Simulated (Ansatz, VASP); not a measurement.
# NaCdI3 in VASP and in Ansatz

```xyz
5
Lattice="6.0793 0.0000 0.0000 0.0000 6.0793 0.0000 0.0000 0.0000 6.0793" Properties=species:S:1:pos:R:3 pbc="T T T"
Na    0.0000    0.0000    0.0000
Cd    3.0397    3.0397    3.0397
I     3.0397    3.0397    0.0000
I     3.0397    0.0000    3.0397
I     0.0000    3.0397    3.0397
```

Alike in both runs: task single point; functional PBE; k mesh 4 × 4 × 4; occupations fermi-dirac, width 0.02 eV; no spin polarisation.

|  | VASP | Ansatz |
| --- | --- | --- |
| version | VASP 6.6.1 | Ansatz 0.2.0 |
| potentials or method | VASP PAW PBE potentials, release 64 (Na_pv, Cd, I) | plane waves, PAW |
| plane-wave cutoff (eV) | 520 | 420 |
| valence electrons in the cell | 40 | 80 |

Ansatz gave:

| Item | Value |
| --- | --- |
| pressure (GPa) | -1.0 |

Question: Which values does VASP return?

Answer: Pressure (GPa): -0.9.

The functional is the same, so the differences come from potentials, cutoffs and numerics. VASP's potentials hold 40 valence electrons a cell and Ansatz's 80, so a difference there can come from the potentials and not from the codes.

Spin-orbit coupling is off throughout.
